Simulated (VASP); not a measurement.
C: single point with PBE

C:

```
C
1.0
     2.46066   -3.60518    0.00000
     2.46066    3.60518    0.00000
     0.00000    0.00000    2.36961
C
8
Direct
  0.58645 0.41355 0.83723
  0.91355 0.08645 0.33723
  0.44075 0.05925 0.75000
  0.05925 0.44075 0.25000
  0.55925 0.94075 0.25000
  0.94075 0.55925 0.75000
  0.08645 0.91355 0.66277
  0.41355 0.58645 0.16277
```

| Item | Value |
| --- | --- |
| Program | VASP 6.6.1 |
| Task | single point |
| Functional | PBE |
| Potentials or basis | VASP PAW PBE potentials, release 64 (C) |
| Cutoff | 520 eV |
| k mesh | 4 × 4 × 8 |
| Occupations | gaussian, width 0.1 eV |
| Spin | no spin polarisation |
| Dipole correction | no |
| Further INCAR settings | ALGO = Normal; EDIFF = 1e-06; NBANDS = 26 |

```
Pressure               : 67.4 GPa
Largest force          : 6.150 eV/Å
Band gap on the k mesh : zero (band 16 reaches 14.16 eV, above the bottom of band 17 at 12.60 eV)
```

Forces on the atoms (eV/Å):
```
C    0.000  5.409 -2.927
C    0.000 -5.409 -2.927
C    0.000  1.971  0.000
C    0.000 -1.971  0.000
C    0.000 -1.971  0.000
C    0.000  1.971  0.000
C    0.000  5.409  2.927
C    0.000 -5.409  2.927
```

Stress tensor (GPa, compression positive):
```
 52.39   0.00   0.00
  0.00  49.52   0.00
  0.00   0.00 100.31
```

Levels at points of the mesh, in eV from the Fermi level:
| k point | band 12 | band 13 | band 14 | band 15 | band 16 | band 17 | band 18 | band 19 | band 20 | band 21 |
| --- | --- | --- | --- | --- | --- | --- | --- | --- | --- | --- |
| (0.00, 0.00, 0.00) | -6.15 | -4.16 | -3.61 | -0.25 | 0.32 | 0.35 | 2.31 | 2.69 | 2.93 | 3.62 |
| (0.50, 0.00, 0.00) | -6.79 | -5.75 | -5.75 | -0.02 | -0.02 | 1.19 | 1.19 | 5.31 | 5.31 | 5.92 |
| (0.50, 0.50, 0.00) | -7.54 | -7.37 | -5.15 | -1.99 | -0.52 | 0.29 | 2.37 | 2.54 | 4.22 | 6.84 |
| (0.00, 0.00, 0.50) | -10.96 | -9.17 | -9.17 | -6.32 | -6.32 | 2.37 | 2.37 | 5.99 | 5.99 | 6.81 |
| (0.50, 0.00, 0.50) | -9.68 | -8.52 | -8.52 | -6.49 | -6.49 | 0.85 | 0.85 | 2.91 | 2.91 | 7.56 |
| (0.50, 0.50, 0.50) | -9.10 | -6.54 | -6.54 | -4.83 | -4.83 | -0.74 | -0.74 | 2.76 | 2.76 | 3.91 |

Wall time 21 s on 1 thread of Intel Xeon 6975P-C, with other jobs on the host, peak memory 0.15 GiB.

Caveat: the k points lie up to 0.39 Å⁻¹ apart; forces of over 1 eV/Å act on the atoms, so gaps and moduli don't describe the material at rest.
